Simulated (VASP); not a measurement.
Set up this calculation in VASP 6.6.1, as the native input.

- Task: single point
- Functional: PBE
- Potentials or basis: VASP PAW PBE potentials, release 64 (Cu, Cl)
- Cutoff: 520 eV
- k mesh: 14 × 14 × 14
- Occupations: gaussian, width 0.1 eV
- Spin: no spin polarisation
- Dipole correction: no
- Further INCAR settings: ALGO = Normal; EDIFF = 1e-06; NBANDS = 22

The structure of Cu2Cl lies in POSCAR:

```
Cu2Cl
1.0
    0.0000000000      2.9639017487      2.9639017487
    2.9639017487      0.0000000000      2.9639017487
    2.9639017487      2.9639017487      0.0000000000
Cu Cl
2 1
Direct
    0.2500000000      0.2500000000      0.2500000000
    0.7500000000      0.7500000000      0.7500000000
    0.0000000000      0.0000000000      0.0000000000
```

These files were run (other wordings do the same):

INCAR

```
PREC = Accurate
ENCUT = 520
EDIFF = 1E-6
ISMEAR = 0
SIGMA = 0.1
LREAL = F
LASPH = T
NELM = 60
ALGO = Normal
ISIF = 2
LWAVE = F
LCHARG = T
GGA = PE
LELF = T
LVHAR = T
NBANDS = 22
```

KPOINTS

```
Automatic mesh
0
Gamma
  14 14 14
```

Potentials or basis: VASP PAW PBE potentials, release 64 (Cu, Cl).

The run is started by

```console
$ cat potpaw_PBE.64/Cu/POTCAR potpaw_PBE.64/Cl/POTCAR > POTCAR
$ mpirun -np 1 vasp_std > vasp.out
```

It gave:

| Property | Result |
| --- | --- |
| Pressure | 0.3 GPa |
| Band gap on the k mesh | zero (an odd number of electrons rules out a gap without spin polarisation) |

Caveat: an odd number of electrons without spin polarisation forces a metal; a magnetic or distorted state may lie lower.

Run time: 60 s on 1 thread of Intel(R) Xeon(R) 6975P-C (Granite Rapids), on a shared host, peak memory 0.23 GiB.
